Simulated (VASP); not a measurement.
# IrRh2 (P6_3/mmc) in VASP: further runs

The runs below take IrRh2 through single point, with PBE.

All numbers are computed with VASP 6.6.1; they aren't measurements. Logs are shortened: lines on timing, memory, paths and dates and some standing lists are left out, and cuts for length are marked.

### Step 1. The cell of the first run

It takes space group P6_3/mmc (No. 194, hexagonal). The conventional cell has a = 2.732 Å, b = 2.732 Å, c = 13.224 Å, α = 90.00°, β = 90.00°, γ = 120.00°. Ir (site symmetry -6m2) has 6 Rh at 2.70 Å and 6 Ir at 2.73 Å within 3.6 Å. Rh (site symmetry 3m) has 3 Ir at 2.70 Å and 9 Rh at 2.73 Å within 3.6 Å.

### Step 2. Single point, PBE

INCAR reads:

```
SYSTEM = IrRh2
PREC = Accurate ; ENCUT = 520
EDIFF = 1E-7 ; ISMEAR = 0
SIGMA = 0.1 ; LREAL = .FALSE.
LASPH = .TRUE. ; NELM = 60
ALGO = Fast ; ISIF = 2
LWAVE = .FALSE. ; LCHARG = .TRUE.
GGA = PE ; LELF = .TRUE.
LVHAR = .TRUE. ; NBANDS = 48
```

KPOINTS reads:

```
Automatic mesh
0
G
  18 18 4
  0 0 0
```

POSCAR reads:

```
IrRh2
1.0
    2.7318740093      0.0000000000      0.0000000000
   -1.3659370046      2.3658722920      0.0000000000
    0.0000000000      0.0000000000     13.2235247000
Ir Rh
2 4
Direct
    0.3333333333      0.6666666667      0.2500000000
    0.6666666667      0.3333333333      0.7500000000
    0.3333333333      0.6666666667      0.9159650000
    0.3333333333      0.6666666667      0.5840350000
    0.6666666667      0.3333333333      0.0840350000
    0.6666666667      0.3333333333      0.4159650000
```

Potentials or basis: VASP PAW PBE potentials, release 64 (Ir, Rh_pv).

Started as:

```bash
$ cat potpaw_PBE.64/Ir/POTCAR potpaw_PBE.64/Rh_pv/POTCAR > POTCAR
$ mpirun -np 1 vasp_std > vasp.out
```

OUTCAR:

```text
SYSTEM = IrRh2
   PREC = Accurate
   ENCUT = 520
   EDIFF = 1E-7
   ISMEAR = 0
   LREAL = .FALSE.
   LASPH = .TRUE.
   NELM = 60
   ISIF = 2
   GGA = PE

 ion  position               nearest neighbor table
   1  0.333  0.667  0.250-   5 2.70   6 2.70   5 2.70   6 2.70   5 2.70   6 2.70
   2  0.667  0.333  0.750-   3 2.70   4 2.70   3 2.70   4 2.70   3 2.70   4 2.70
   3  0.333  0.667  0.916-   2 2.70   2 2.70   2 2.70   5 2.73   5 2.73   5 2.73
   4  0.333  0.667  0.584-   2 2.70   2 2.70   2 2.70   6 2.73   6 2.73   6 2.73
   5  0.667  0.333  0.084-   1 2.70   1 2.70   1 2.70   3 2.73   3 2.73   3 2.73
   6  0.667  0.333  0.416-   1 2.70   1 2.70   1 2.70   4 2.73   4 2.73   4 2.73

  LATTYP: Found a hexagonal cell.
 ALAT       =     2.7318740093
 C/A-ratio  =     4.8404592068

  Lattice vectors:

 A1 = (   2.7318740093,   0.0000000000,   0.0000000000)
 A2 = (  -1.3659370046,   2.3658722920,   0.0000000000)
 A3 = (   0.0000000000,   0.0000000000,  13.2235247000)

Analysis of symmetry for initial positions (statically):
=====================================================================
 Subroutine PRICEL returns:
 Original cell was already a primitive cell.

 Routine SETGRP: Setting up the symmetry group for a
 hexagonal supercell.

 Subroutine GETGRP returns: Found 24 space group operations
 (whereof 12 operations were pure point group operations)
 out of a pool of 24 trial point group operations.

The static configuration has the point symmetry D_3d.
 The point group associated with its full space group is D_6h.

Analysis of symmetry for dynamics (positions and initial velocities):
=====================================================================
 Subroutine PRICEL returns:
 Original cell was already a primitive cell.

 Routine SETGRP: Setting up the symmetry group for a
 hexagonal supercell.

 Subroutine GETGRP returns: Found 24 space group operations
 (whereof 12 operations were pure point group operations)
 out of a pool of 24 trial point group operations.

The dynamic configuration has the point symmetry D_3d.
 The point group associated with its full space group is D_6h.

 Subroutine INISYM returns: Found 24 space group operations
 (whereof 12 operations are pure point group operations),
 and found     1 'primitive' translations

----------------------------------------------------------------------------------------

                                     Primitive cell

  volume of cell :      85.4671

  direct lattice vectors                    reciprocal lattice vectors
     2.731874009  0.000000000  0.000000000     0.366049092  0.211338542  0.000000000
    -1.365937005  2.365872292  0.000000000     0.000000000  0.422677083  0.000000000
     0.000000000  0.000000000 13.223524700     0.000000000  0.000000000  0.075622803

  length of vectors
     2.731874009  2.731874009 13.223524700     0.422677083  0.422677083  0.075622803

  position of ions in fractional coordinates (direct lattice)
     0.333333333  0.666666667  0.250000000
     0.666666667  0.333333333  0.750000000
     0.333333333  0.666666667  0.915965000
     0.333333333  0.666666667  0.584035000
     0.666666667  0.333333333  0.084035000
     0.666666667  0.333333333  0.415965000

  ion indices of the primitive-cell ions
   primitive index   ion index
                 1           1
                 2           2
                 3           3
                 4           4
                 5           5
                 6           6

----------------------------------------------------------------------------------------

 KPOINTS: Automatic mesh

Automatic generation of k-mesh.
 Grid dimensions read from file:
 generate k-points for:   18   18    4

 Generating k-lattice:

  Cartesian coordinates                     Fractional coordinates (reciprocal lattice)
     0.020336061  0.011741030  0.000000000     0.055555556  0.000000000  0.000000000
     0.000000000  0.023482060  0.000000000     0.000000000  0.055555556  0.000000000
     0.000000000  0.000000000  0.018905701     0.000000000  0.000000000  0.250000000

  Length of vectors
     0.023482060  0.023482060  0.018905701

  Shift w.r.t. Gamma in fractional coordinates (k-lattice)
     0.000000000  0.000000000  0.000000000

 Subroutine IBZKPT returns following result:
 ===========================================

 Found    111 irreducible k-points:

 Following reciprocal coordinates:
            Coordinates               Weight
  0.000000  0.000000  0.000000      1.000000
  0.055556 -0.000000  0.000000      6.000000
  0.111111 -0.000000  0.000000      6.000000
  0.166667 -0.000000  0.000000      6.000000
  0.222222 -0.000000  0.000000      6.000000
  0.277778  0.000000  0.000000      6.000000
[... 16 lines left out ...]
  0.333333  0.111111  0.000000     12.000000
  0.388889  0.111111  0.000000     12.000000
 [... further k-points ...]
   k-points           NKPTS =    111   k-points in BZ     NKDIM =    111   number of bands    NBANDS=     48
   number of dos      NEDOS =    301   number of ions     NIONS =      6
   total plane-waves  NPLWV =  39200
   dimension x,y,z NGX =    20 NGY =   20 NGZ =   98
   dimension x,y,z NGXF=    40 NGYF=   40 NGZF=  196
   ions per type =               2   4
   NGX,Y,Z   is equivalent  to a cutoff of  12.17, 12.17, 12.32 a.u.
   NGXF,Y,Z  is equivalent  to a cutoff of  24.34, 24.34, 24.64 a.u.
 SYSTEM =  IrRh2
   PREC   = accura    normal or accurate (medium, high low for compatibility)
   ISTART =      0    job   : 0-new  1-cont  2-samecut
   ICHARG =      2    charge: 1-file 2-atom 10-const
   ISPIN  =      1    spin polarized calculation?
   LNONCOLLINEAR =      F non collinear calculations
   LSORBIT =      F    spin-orbit coupling
   LASPH  =      T    aspherical Exc in radial PAW
   ENCUT  =  520.0 eV  38.22 Ry    6.18 a.u.   5.08  5.08 24.59*2*pi/ulx,y,z
   NELM   =     60;   NELMIN=  2; NELMDL= -5     # of ELM steps
   EDIFF  = 0.1E-06   stopping-criterion for ELM
   LREAL  =      F    real-space projection
   EDIFFG = 0.1E-05   stopping-criterion for IOM
   NSW    =      0    number of steps for IOM
   IBRION =     -1    ionic relax: 0-MD 1-quasi-New 2-CG
   NFREE  =      0    steps in history (QN), initial steepest desc. (CG)
   ISIF   =      2    stress and relaxation
   ISYM   =      2    0-nonsym 1-usesym 2-fastsym
   POTIM  = 0.5000    time-step for ionic-motion
   TEBEG  =    0.0;   TEEND  =   0.0 temperature during run
   PSTRESS=    0.0 pullay stress
   NELECT =      78.0000    total number of electrons
   NUPDOWN=      -1.0000    fix difference up-down
   EMIN   =  10.00;   EMAX   =-10.00  energy-range for DOS
   EFERMI =   0.00;   METHOD = LEGACY
   ISMEAR =     0;   SIGMA  =   0.10  broadening in eV -4-tet -1-fermi 0-gaus
   EFERMI_NEDOS =   21; number of points for ismear=-14 and -15
   IALGO  =     68    algorithm
   IMIX   =      4    mixing-type and parameters
     AMIX     =   0.40;   BMIX     =  1.00
     AMIX_MAG =   1.60;   BMIX_MAG =  1.00
  volume/ion in A,a.u.               =      14.24        96.13
  Fermi-wavevector in a.u.,A,eV,Ry     =   1.587961  3.000812 34.308746  2.521622
  Thomas-Fermi vector in A             =   2.687038
   LORBIT       =      0    0 simple, 1 ext, 2 COOP (PROOUT), +10 PAW based schemes
   GGA     = PE    functional components
   LHFCALC =     F    Hartree Fock is set to
   AEXX    =    0.0000 exact exchange contribution
   IVDW    =     0    specifies the selected vdW correction
   LEPSILON=     F    determine dielectric tensor
   LRPA    =     F    only Hartree local field effects (RPA)
 non-spin polarized calculation
 RMM-DIIS sequential band-by-band and
 Gauss-broadening in eV      SIGMA  =   0.10
  energy-cutoff  :      520.00
  volume of cell :       85.47
 maximum number of plane-waves:      2340
   NGX = 11   NGY = 11   NGZ = 49

 number of electron      78.0000003 magnetization

 Free energy of the ion-electron system (eV)
  ---------------------------------------------------
  ext. energy  EPLUGINS =         0.00000000
  ---------------------------------------------------
  free energy    TOTEN  =       -46.59132442 eV

  energy without entropy =      -46.55133245  energy(sigma->0) =      -46.57132843

 E-fermi :  11.0128     XC(G=0): -13.8547

 val. band max:       11.0106171661   @ k =   0.3333   0.1667   0.5000
 cond. band min:      11.0155092080   @ k =   0.3889   0.1667   0.2500
 fundamental gap:      0.0048920419
 Fermi energy:        11.0128445509

 k-point     1 :       0.0000    0.0000    0.0000
  band No.  band energies     occupation
      1     -35.9644      2.00000
      2     -35.9592      2.00000
      3     -35.6483      2.00000
      4     -35.6429      2.00000
      5     -35.5037      2.00000
      6     -35.5037      2.00000
[... 40 lines left out ...]
     47      11.2244      0.00278
     48      11.3132      0.00002

 k-point     2 :       0.0556   -0.0000    0.0000
  band No.  band energies     occupation
      1     -35.9606      2.00000
      2     -35.9557      2.00000
      3     -35.6504      2.00000
      4     -35.6451      2.00000
      5     -35.5163      2.00000
      6     -35.5161      2.00000
[... 40 lines left out ...]
     47      11.3789      0.00000
     48      12.4415      0.00000

 k-point     3 :       0.1111   -0.0000    0.0000
  band No.  band energies     occupation
      1     -35.9500      2.00000
      2     -35.9457      2.00000
      3     -35.6589      2.00000
      4     -35.6540      2.00000
      5     -35.5500      2.00000
      6     -35.5499      2.00000
[... 40 lines left out ...]
     47      11.8917      0.00000
     48      13.7017      0.00000

 k-point     4 :       0.1667   -0.0000    0.0000
  band No.  band energies     occupation
      1     -35.9339      2.00000
      2     -35.9307      2.00000
      3     -35.6842      2.00000
      4     -35.6802      2.00000
      5     -35.5910      2.00000
      6     -35.5908      2.00000
[... 958 lines left out ...]
     47      14.6232      0.00000
     48      19.1714      0.00000

 k-point    23 :       0.3333    0.1111    0.0000
  band No.  band energies     occupation
      1     -35.9419      2.00000
      2     -35.9410      2.00000
      3     -35.9191      2.00000
      4     -35.9188      2.00000
      5     -35.7617      2.00000
      6     -35.7606      2.00000
[... 40 lines left out ...]
     47      15.1894      0.00000
     48      18.7110      0.00000

 k-point    24 :       0.3889    0.1111    0.0000
  band No.  band energies     occupation
      1     -35.9739      2.00000
      2     -35.9723      2.00000
      3     -35.9450      2.00000
      4     -35.9449      2.00000
      5     -35.7505      2.00000
      6     -35.7500      2.00000
[... 40 lines left out ...]
     47      15.4836      0.00000
     48      17.0389      0.00000

 [... further k-points ...]

------------------------ aborting loop because EDIFF is reached ----------------------------------------

  FORCE on cell =-STRESS in cart. coord.  units (eV):
  Direction    XX          YY          ZZ          XY          YZ          ZX
  --------------------------------------------------------------------------------------
  -------------------------------------------------------------------------------------
  Total        0.1006977      0.1006977      0.1053710      0.0000000     -0.0000000      0.0000000
  in kB        1.8876907      1.8876907      1.9752970      0.0000000     -0.0000000      0.0000000
  external PRESSURE =       1.9168928 kB  Pullay stress =       0.0000000 kB

 VOLUME and BASIS-vectors are now :
 -----------------------------------------------------------------------------
  energy-cutoff  :      520.00
  volume of cell :       85.47
      direct lattice vectors                 reciprocal lattice vectors
     2.731874009  0.000000000  0.000000000     0.366049092  0.211338542  0.000000000
    -1.365937005  2.365872292  0.000000000     0.000000000  0.422677083  0.000000000
     0.000000000  0.000000000 13.223524700     0.000000000  0.000000000  0.075622803

 POSITION                                       TOTAL-FORCE (eV/Angst)
 -----------------------------------------------------------------------------------
     -0.00000      1.57725      3.30588         0.000000      0.000000     -0.000000
      1.36594      0.78862      9.91764         0.000000     -0.000000     -0.000000
     -0.00000      1.57725     12.11229         0.000000      0.000000      0.023313
     -0.00000      1.57725      7.72300        -0.000000      0.000000     -0.023313
      1.36594      0.78862      1.11124        -0.000000      0.000000     -0.023313
      1.36594      0.78862      5.50052        -0.000000      0.000000      0.023313
 -----------------------------------------------------------------------------------
    total drift:                               -0.000000      0.000000     -0.000000

  FREE ENERGIE OF THE ION-ELECTRON SYSTEM (eV)
  ---------------------------------------------------
  free  energy   TOTEN  =       -46.5913244235 eV

  energy  without entropy=      -46.5513324463  energy(sigma->0) =      -46.57132843
```

It took 15 min on 1 thread of AMD EPYC 9755, shared host; peak memory 0.41 GiB.

Results:

- Free energy: -46.5913 eV
- Pressure: 0.2 GPa
- Largest force: 0.023 eV/Å
- Band gap on the k mesh: zero (bands 39 and 40 overlap by 2.22 eV)

Forces in eV/Å, atoms in the order of the input:
```
Ir   0.000  0.000  0.000
Ir   0.000  0.000  0.000
Rh   0.000  0.000  0.023
Rh   0.000  0.000 -0.023
Rh   0.000  0.000 -0.023
Rh   0.000  0.000  0.023
```

Levels at points of the mesh, in eV from the Fermi level:
```
           k point  band 36  band 37  band 38  band 39  band 40  band 41
(0.00, 0.00, 0.00)    -1.99    -1.99    -1.07    -1.07    -1.05    -1.05
(0.50, 0.00, 0.00)     0.53     0.55     0.57     0.60     0.73     1.12
(0.00, 0.00, 0.50)    -1.68    -1.68    -1.68    -0.69    -0.69    -0.45
(0.50, 0.00, 0.50)     0.21     0.50     0.50     0.54     0.54     1.13
```

Caveat: spin-orbit coupling is left out, which moves the levels of the heavy elements.

### Step 3. Single point, PBE (14.67 Å³/atom)

This run uses another cell than the first one, of 14.67 Å³/atom.

INCAR reads:

```
ALGO = Fast
EDIFF = 1E-7
ENCUT = 520
GGA = PE
ISIF = 2
ISMEAR = 0
LASPH = T
LCHARG = T
LELF = T
LREAL = F
LVHAR = T
LWAVE = F
NBANDS = 48
NELM = 60
PREC = Accurate
SIGMA = 0.1
```

KPOINTS reads:

```
k-points
0
Gamma
  18 18 4
```

POSCAR reads:

```
IrRh2
1.0
    2.7593445041      0.0000000000      0.0000000000
   -1.3796722520      2.3896624383      0.0000000000
    0.0000000000      0.0000000000     13.3503895189
Ir Rh
2 4
Direct
    0.3333333333      0.6666666667      0.2500000000
    0.6666666667      0.3333333333      0.7500000000
    0.3333333333      0.6666666667      0.9156654302
    0.3333333333      0.6666666667      0.5843345698
    0.6666666667      0.3333333333      0.0843345698
    0.6666666667      0.3333333333      0.4156654302
```

Potentials or basis: VASP PAW PBE potentials, release 64 (Ir, Rh_pv).

Started as:

```bash
$ cat potpaw_PBE.64/Ir/POTCAR potpaw_PBE.64/Rh_pv/POTCAR > POTCAR
$ mpirun -np 1 vasp_std > vasp.out
```

It took 14 min on 1 thread of AMD EPYC 9755, shared host; peak memory 0.47 GiB.

It converged, with:

- Free energy: -46.5313 eV
- Pressure: -7.6 GPa
- Largest force: 0.020 eV/Å
- Band gap on the k mesh: zero (bands 39 and 40 overlap by 2.12 eV)

Forces in eV/Å, atoms in the order of the input:
```
Ir   0.000  0.000  0.000
Ir   0.000  0.000  0.000
Rh   0.000  0.000  0.020
Rh   0.000  0.000 -0.020
Rh   0.000  0.000 -0.020
Rh   0.000  0.000  0.020
```

Levels at points of the mesh, in eV from the Fermi level:
```tsv
k point	band 34	band 35	band 36	band 37	band 38	band 39	band 40	band 41	band 42	band 43
(0.00, 0.00, 0.00)	-2.30	-2.29	-1.90	-1.90	-1.01	-1.01	-1.01	-1.01	-0.13	-0.13
(0.50, 0.00, 0.00)	0.35	0.44	0.50	0.52	0.55	0.57	0.69	1.05	1.06	1.20
(0.00, 0.00, 0.50)	-2.53	-1.60	-1.60	-1.60	-1.60	-0.62	-0.62	-0.43	-0.43	-0.43
(0.50, 0.00, 0.50)	-0.40	0.20	0.20	0.47	0.47	0.51	0.51	1.06	1.06	2.09
```

Caveat: the cell stands under tension; spin-orbit coupling is left out, which moves the levels of the heavy elements.

### Step 4. Single point, PBE (15.10 Å³/atom)

This run uses another cell than the first one, of 15.10 Å³/atom.

INCAR reads:

```
SYSTEM = IrRh2
ALGO = Fast ; EDIFF = 1E-6
ENCUT = 520 ; GGA = PE
ISIF = 2 ; ISMEAR = 0
LASPH = .TRUE. ; LCHARG = .TRUE.
LELF = .TRUE. ; LREAL = .FALSE.
LVHAR = .TRUE. ; LWAVE = .FALSE.
NBANDS = 48 ; NELM = 60
PREC = Accurate ; SIGMA = 0.1
```

KPOINTS reads:

```
k-points
0
G
  18 18 4
  0 0 0
```

POSCAR reads:

```
IrRh2
1.0
    2.7862393053      0.0000000000      0.0000000000
   -1.3931196526      2.4129540194      0.0000000000
    0.0000000000      0.0000000000     13.4752738457
Ir Rh
2 4
Direct
    0.3333333333      0.6666666667      0.2500000000
    0.6666666667      0.3333333333      0.7500000000
    0.3333333333      0.6666666667      0.9153039482
    0.3333333333      0.6666666667      0.5846960518
    0.6666666667      0.3333333333      0.0846960518
    0.6666666667      0.3333333333      0.4153039482
```

Started as:

```bash
$ cat potpaw_PBE.64/Ir/POTCAR potpaw_PBE.64/Rh_pv/POTCAR > POTCAR
$ mpirun -np 1 vasp_std > vasp.out
```

It took 14 min on 1 thread of AMD EPYC 9755, shared host; peak memory 0.47 GiB.

Results (log left out):

| Item | Value |
| --- | --- |
| Free energy | -46.3578 eV |
| Pressure | -14.1 GPa |
| Largest force | 0.018 eV/Å |
| Band gap on the k mesh | zero (bands 39 and 40 overlap by 2.02 eV) |

Forces in eV/Å, atoms in the order of the input:
```
Ir   0.000  0.000  0.000
Ir   0.000  0.000  0.000
Rh   0.000  0.000  0.018
Rh   0.000  0.000 -0.018
Rh   0.000  0.000 -0.018
Rh   0.000  0.000  0.018
```

Levels at points of the mesh, in eV from the Fermi level:
```
           k point  band 34  band 35  band 36  band 37  band 38  band 39  band 40  band 41  band 42  band 43
(0.00, 0.00, 0.00)    -2.20    -2.19    -1.81    -1.81    -0.98    -0.98    -0.95    -0.95    -0.13    -0.13
(0.50, 0.00, 0.00)     0.34     0.42     0.47     0.49     0.54     0.55     0.66     0.98     0.99     1.20
(0.00, 0.00, 0.50)    -2.41    -1.53    -1.53    -1.53    -1.53    -0.56    -0.56    -0.42    -0.42    -0.42
(0.50, 0.00, 0.50)    -0.36     0.19     0.19     0.45     0.45     0.48     0.48     0.99     0.99     2.05
```

Caveat: the cell stands under tension; spin-orbit coupling is left out, which moves the levels of the heavy elements.

(Continued in part 2 of 2.)
